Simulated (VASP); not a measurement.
Write the native input for VASP 6.6.1 that does the following.

```
Task                   : single point
Functional             : PBE
Dispersion             : D3(BJ)
Potentials or basis    : VASP PAW PBE potentials, release 64 (Se)
Cutoff                 : 520 eV
k mesh                 : 12 × 12 × 8
Occupations            : gaussian, width 0.05 eV
Spin                   : no spin polarisation
Dipole correction      : no
Further INCAR settings : ALGO = Normal; EDIFF = 1e-06; NBANDS = 16
```

The structure of Se lies in POSCAR:

```
Se
1.0
    3.8519895424      0.0000000000      0.0000000000
   -1.9259947712      3.3359207989      0.0000000000
    0.0000000000      0.0000000000      5.2618177150
Se
3
Direct
    0.2473450684      0.0000000000      0.3333333333
    0.0000000000      0.2473450684      0.6666666667
    0.7526549316      0.7526549316      0.0000000000
```

This cell differs from its parent crystal: volume 22.538 Å^3 an atom, c/a of the conventional cell 1.3660.

One way to write it, as run:

INCAR

```
SYSTEM = Se
ALGO = Normal
EDIFF = 1E-6
ENCUT = 520
GGA = PE
ISIF = 2
ISMEAR = 0
IVDW = 12
LASPH = .TRUE.
LCHARG = .FALSE.
LREAL = .FALSE.
LWAVE = .FALSE.
NBANDS = 16
NELM = 80
PREC = Accurate
SIGMA = 0.05
```

KPOINTS

```
k-points
0
G
  12 12 8
  0 0 0
```

Potentials or basis: VASP PAW PBE potentials, release 64 (Se).

Command:

```bash
$ cat potpaw_PBE.64/Se/POTCAR > POTCAR
$ mpirun -np 1 vasp_std > vasp.out
```

It gave:

- Pressure: 4.4 GPa
- Largest force: 0.519 eV/Å
- Band gap on the k mesh: zero (filled and empty bands touch)
- Dispersion energy per atom: -0.389 eV

Caveat: pairwise dispersion overbinds metals, which lowers pressure and volume.

It took 47 s on 1 thread of Intel(R) Xeon(R) 6975P-C (Granite Rapids) (shared host), peak memory 0.25 GiB.
